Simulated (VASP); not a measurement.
Input of a VASP 6.6.1 run:

INCAR

```
SYSTEM = AlN
PREC = Accurate
ENCUT = 520
EDIFF = 1E-7
ISMEAR = 0
SIGMA = 0.05
LREAL = .False.
LASPH = .True.
NELM = 60
ALGO = Normal
ISIF = 2
LWAVE = .False.
LCHARG = .False.
GGA = PS
NBANDS = 16
```

Contents of KPOINTS:

```
Automatic mesh
0
Gamma
  9 9 6
  0 0 0
```

Contents of POSCAR:

```
AlN
1.0
    3.3411000000      0.0000000000      0.0000000000
   -1.6705500000      2.8934774766      0.0000000000
    0.0000000000      0.0000000000      4.0158000000
Al N
2 2
Direct
    0.3333333333      0.6666666667      0.7500000000
    0.6666666667      0.3333333333      0.2500000000
    0.3333333333      0.6666666667      0.2500000000
    0.6666666667      0.3333333333      0.7500000000
```

Potentials or basis: VASP PAW PBE potentials, release 64 (Al, N).

The run is started by

```console
$ cat potpaw_PBE.64/Al/POTCAR potpaw_PBE.64/N/POTCAR > POTCAR
$ mpirun -np 1 vasp_std > vasp.out
```

Task: Estimate the band gap on the k mesh.

Result: 3.50 eV, direct.

Task: What does it give for the pressure?

Result: 1.1 GPa.

Stress tensor (GPa, compression positive):
```
-2.01  0.00  0.00
 0.00 -2.01  0.00
 0.00  0.00  7.42
```

Caveat: the PAW data sets were made with another functional, which shifts forces and pressure a little. A k mesh can miss the band edges.
